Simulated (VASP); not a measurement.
# TiAl (P2/m) in VASP: further runs, part 3 of 3

VASP 6.6.1. Earlier steps stand in the parts before.

**4. Single point, PBEsol (shear of c along a, cell held: +9.0 %)**

The input, INCAR:

```
PREC = Accurate
ENCUT = 520
EDIFF = 1E-6
ISMEAR = 0
SIGMA = 0.1
LREAL = False
LASPH = True
NELM = 100
ALGO = Fast
ISIF = 2
LWAVE = False
LCHARG = False
GGA = PS
NBANDS = 14
```

The input, KPOINTS:

```
Automatic mesh
0
Gamma
  18 18 14
```

The input, POSCAR:

```
TiAl
1.0
    2.7946360195      0.0000000000      0.0000000000
    0.0000000000      2.7946360195      0.0000000000
    0.3637023288      0.0000000000      4.0411369870
Ti Al
1 1
Direct
    0.5000000000      0.5000000000      0.5000000000
    0.0000000000      0.0000000000      0.0000000000
```

Potentials or basis: VASP PAW PBE potentials, release 64 (Ti_sv, Al).

The run is started by

```console
> cat potpaw_PBE.64/Ti_sv/POTCAR potpaw_PBE.64/Al/POTCAR > POTCAR
> mpirun -np 1 vasp_std > vasp.out
```

OUTCAR:

```text
PREC = Accurate
   ENCUT = 520
   EDIFF = 1E-6
   ISMEAR = 0
   LREAL = False
   LASPH = True
   NELM = 100
   ISIF = 2
   GGA = PS

 ion  position               nearest neighbor table
   1  0.500  0.500  0.500-   2 2.74   2 2.74   2 2.74   2 2.74   2 2.92   2 2.92   2 2.92   2 2.92

   2  0.000  0.000  0.000-   1 2.74   1 2.74   1 2.74   1 2.74   1 2.92   1 2.92   1 2.92   1 2.92

  LATTYP: Found a simple monoclinic cell.
 ALAT       =     2.7946360195
 B/A-ratio  =     1.0000000000
 C/A-ratio  =     1.4518780101
 COS(beta)  =    -0.0896376995

  Lattice vectors:

 A1 = (   2.7946360195,   0.0000000000,   0.0000000000)
 A2 = (   0.0000000000,  -2.7946360195,   0.0000000000)
 A3 = (  -0.3637023288,   0.0000000000,  -4.0411369870)

Analysis of symmetry for initial positions (statically):
=====================================================================
 Subroutine PRICEL returns:
 Original cell was already a primitive cell.

 Routine SETGRP: Setting up the symmetry group for a
 simple monoclinic supercell.

 Subroutine GETGRP returns: Found  4 space group operations
 (whereof  4 operations were pure point group operations)
 out of a pool of  4 trial point group operations.

The static configuration has the point symmetry C_2h.

Analysis of symmetry for dynamics (positions and initial velocities):
=====================================================================
 Subroutine PRICEL returns:
 Original cell was already a primitive cell.

 Routine SETGRP: Setting up the symmetry group for a
 simple monoclinic supercell.

 Subroutine GETGRP returns: Found  4 space group operations
 (whereof  4 operations were pure point group operations)
 out of a pool of  4 trial point group operations.

The dynamic configuration has the point symmetry C_2h.

 Subroutine INISYM returns: Found  4 space group operations
 (whereof  4 operations are pure point group operations),
 and found     1 'primitive' translations

----------------------------------------------------------------------------------------

                                     Primitive cell

  volume of cell :      31.5612

  direct lattice vectors                    reciprocal lattice vectors
     2.794636019  0.000000000  0.000000000     0.357828352  0.000000000 -0.032204552
     0.000000000  2.794636019  0.000000000     0.000000000  0.357828352  0.000000000
     0.363702329  0.000000000  4.041136987     0.000000000  0.000000000  0.247455111

  length of vectors
     2.794636019  2.794636019  4.057470583     0.359274634  0.357828352  0.247455111

  position of ions in fractional coordinates (direct lattice)
     0.500000000  0.500000000  0.500000000
     0.000000000  0.000000000  0.000000000

  ion indices of the primitive-cell ions
   primitive index   ion index
                 1           1
                 2           2

----------------------------------------------------------------------------------------

 KPOINTS: Automatic mesh

Automatic generation of k-mesh.
 Grid dimensions read from file:
 generate k-points for:   18   18   14

 Generating k-lattice:

  Cartesian coordinates                     Fractional coordinates (reciprocal lattice)
     0.019879353  0.000000000 -0.001789142     0.055555556  0.000000000  0.000000000
[... 44 lines left out ...]
   dimension x,y,z NGX =    24 NGY =   24 NGZ =   30
   dimension x,y,z NGXF=    48 NGYF=   48 NGZF=   60
   ions per type =               1   1
   NGX,Y,Z   is equivalent  to a cutoff of  14.28, 14.28, 12.29 a.u.
   NGXF,Y,Z  is equivalent  to a cutoff of  28.55, 28.55, 24.58 a.u.
 SYSTEM =  unknown system
   PREC   = accura    normal or accurate (medium, high low for compatibility)
   ISTART =      0    job   : 0-new  1-cont  2-samecut
   ICHARG =      2    charge: 1-file 2-atom 10-const
   ISPIN  =      1    spin polarized calculation?
   LNONCOLLINEAR =      F non collinear calculations
   LSORBIT =      F    spin-orbit coupling
   LASPH  =      T    aspherical Exc in radial PAW
   ENCUT  =  520.0 eV  38.22 Ry    6.18 a.u.   5.20  5.20  7.54*2*pi/ulx,y,z
   NELM   =    100;   NELMIN=  2; NELMDL= -5     # of ELM steps
   EDIFF  = 0.1E-05   stopping-criterion for ELM
   LREAL  =      F    real-space projection
   EDIFFG = 0.1E-04   stopping-criterion for IOM
   NSW    =      0    number of steps for IOM
   IBRION =     -1    ionic relax: 0-MD 1-quasi-New 2-CG
   NFREE  =      0    steps in history (QN), initial steepest desc. (CG)
   ISIF   =      2    stress and relaxation
   ISYM   =      2    0-nonsym 1-usesym 2-fastsym
   POTIM  = 0.5000    time-step for ionic-motion
   TEBEG  =    0.0;   TEEND  =   0.0 temperature during run
   PSTRESS=    0.0 pullay stress
   NELECT =      15.0000    total number of electrons
   NUPDOWN=      -1.0000    fix difference up-down
   EMIN   =  10.00;   EMAX   =-10.00  energy-range for DOS
   EFERMI =   0.00;   METHOD = LEGACY
   ISMEAR =     0;   SIGMA  =   0.10  broadening in eV -4-tet -1-fermi 0-gaus
   EFERMI_NEDOS =   21; number of points for ismear=-14 and -15
   IALGO  =     68    algorithm
   IMIX   =      4    mixing-type and parameters
     AMIX     =   0.40;   BMIX     =  1.00
     AMIX_MAG =   1.60;   BMIX_MAG =  1.00
  volume/ion in A,a.u.               =      15.78       106.49
  Fermi-wavevector in a.u.,A,eV,Ry     =   1.277577  2.414271 22.207484  1.632204
  Thomas-Fermi vector in A             =   2.410169
   LORBIT       =      0    0 simple, 1 ext, 2 COOP (PROOUT), +10 PAW based schemes
   GGA     = PS    functional components
   LHFCALC =     F    Hartree Fock is set to
   AEXX    =    0.0000 exact exchange contribution
   IVDW    =     0    specifies the selected vdW correction
   LEPSILON=     F    determine dielectric tensor
   LRPA    =     F    only Hartree local field effects (RPA)
 non-spin polarized calculation
 RMM-DIIS sequential band-by-band and
 Gauss-broadening in eV      SIGMA  =   0.10
  energy-cutoff  :      520.00
  volume of cell :       31.56
 maximum number of plane-waves:       867
 NGX is ok and might be reduce to    24
   NGX = 11   NGY = 11   NGZ = 15

 number of electron      14.9999998 magnetization

 Free energy of the ion-electron system (eV)
  ---------------------------------------------------
  ext. energy  EPLUGINS =         0.00000000
  ---------------------------------------------------
  free energy    TOTEN  =       -13.15871243 eV

  energy without entropy =      -13.14966462  energy(sigma->0) =      -13.15418852

 E-fermi :   8.5128     XC(G=0): -11.2560

 val. band max:        8.5112633567   @ k =  -0.1111   0.5000   0.0714
 cond. band min:       8.5162621328   @ k =  -0.2778   0.0556   0.3571
 fundamental gap:      0.0049987761
 Fermi energy:         8.5127852653

 k-point     1 :       0.0000    0.0000    0.0000
  band No.  band energies     occupation
      1     -47.8142      2.00000
      2     -24.3175      2.00000
      3     -23.8486      2.00000
      4     -23.8441      2.00000
      5      -0.6397      2.00000
      6       6.5748      2.00000
      7       7.6441      2.00000
      8       8.1701      2.00000
      9      10.7001      0.00000
     10      10.7263      0.00000
     11      11.9267      0.00000
     12      14.8621      0.00000
     13      17.1155      0.00000
     14      17.1963      0.00000
[... 377 lines left out ...]
      1     -47.7899      2.00000
      2     -24.2939      2.00000
      3     -23.9738      2.00000
      4     -23.8996      2.00000
      5       0.1612      2.00000
      6       7.1350      2.00000
      7       7.7282      2.00000
      8       7.9400      2.00000
      9      10.2326      0.00000
     10      11.1445      0.00000
     11      11.8809      0.00000
     12      13.7369      0.00000
     13      14.8926      0.00000
     14      15.9891      0.00000

 [... further k-points ...]

------------------------ aborting loop because EDIFF is reached ----------------------------------------

  FORCE on cell =-STRESS in cart. coord.  units (eV):
  Direction    XX          YY          ZZ          XY          YZ          ZX
  --------------------------------------------------------------------------------------
  -------------------------------------------------------------------------------------
  Total       -0.0372045      0.1961106      0.3998916      0.0000000      0.0000000     -2.0700269
  in kB       -1.8886528      9.9553748     20.3001263      0.0000000      0.0000000   -105.0830096
  external PRESSURE =       9.4556161 kB  Pullay stress =       0.0000000 kB

 VOLUME and BASIS-vectors are now :
 -----------------------------------------------------------------------------
  energy-cutoff  :      520.00
  volume of cell :       31.56
      direct lattice vectors                 reciprocal lattice vectors
     2.794636019  0.000000000  0.000000000     0.357828352  0.000000000 -0.032204552
     0.000000000  2.794636019  0.000000000     0.000000000  0.357828352  0.000000000
     0.363702329  0.000000000  4.041136987     0.000000000  0.000000000  0.247455111

 POSITION                                       TOTAL-FORCE (eV/Angst)
 -----------------------------------------------------------------------------------
      1.57917      1.39732      2.02057        -0.000000      0.000000      0.000000
      0.00000      0.00000      0.00000         0.000000      0.000000      0.000000
 -----------------------------------------------------------------------------------
    total drift:                               -0.000000      0.000000     -0.000000

  FREE ENERGIE OF THE ION-ELECTRON SYSTEM (eV)
  ---------------------------------------------------
  free  energy   TOTEN  =       -13.1587124307 eV

  energy  without entropy=      -13.1496646161  energy(sigma->0) =      -13.15418852
```

Wall time 28 min (1 thread of AMD EPYC 7R43 (Zen 3), shared host); peak memory 0.59 GiB.

Results:

- Free energy: -13.1587 eV
- Pressure: 0.9 GPa
- Band gap on the k mesh: zero (an odd number of electrons rules out a gap without spin polarisation)

Stress tensor (GPa, compression positive):
```
 -0.19   0.00 -10.51
  0.00   1.00   0.00
-10.51   0.00   2.03
```

Caveat: the cell differs from its parent crystal (shear of c along a, cell held: +9.0 %); the PAW data sets were made with another functional, which shifts forces and pressure a little.

**5. Summary**

```tsv
cell	further INCAR settings	gap on the mesh (eV)	pressure (GPa)
a = 2.795, b = 2.795, c = 4.045 Å, angles 90.0, 87.4, 90.0°, 2 atoms	ALGO = Fast; EDIFF = 1e-07; NBANDS = 14	none	0.3
a = 2.795, b = 2.795, c = 4.048 Å, angles 90.0, 86.6, 90.0°, 2 atoms	ALGO = Fast; EDIFF = 1e-07; NBANDS = 14	none	0.4
a = 2.795, b = 2.795, c = 4.057 Å, angles 90.0, 84.9, 90.0°, 2 atoms	ALGO = Fast; EDIFF = 1e-06; NBANDS = 14	none	0.9
```

Alike in all rows: task single point; level PBEsol; potentials or basis VASP PAW PBE potentials, release 64 (Ti_sv, Al); no spin polarisation; k mesh 18 × 18 × 14; cutoff (eV) 520; smearing gaussian 0.1 eV.

Caveats: the PAW data sets were made with another functional, which shifts forces and pressure a little.

Absolute energies hang on the potentials; compare differences alone.
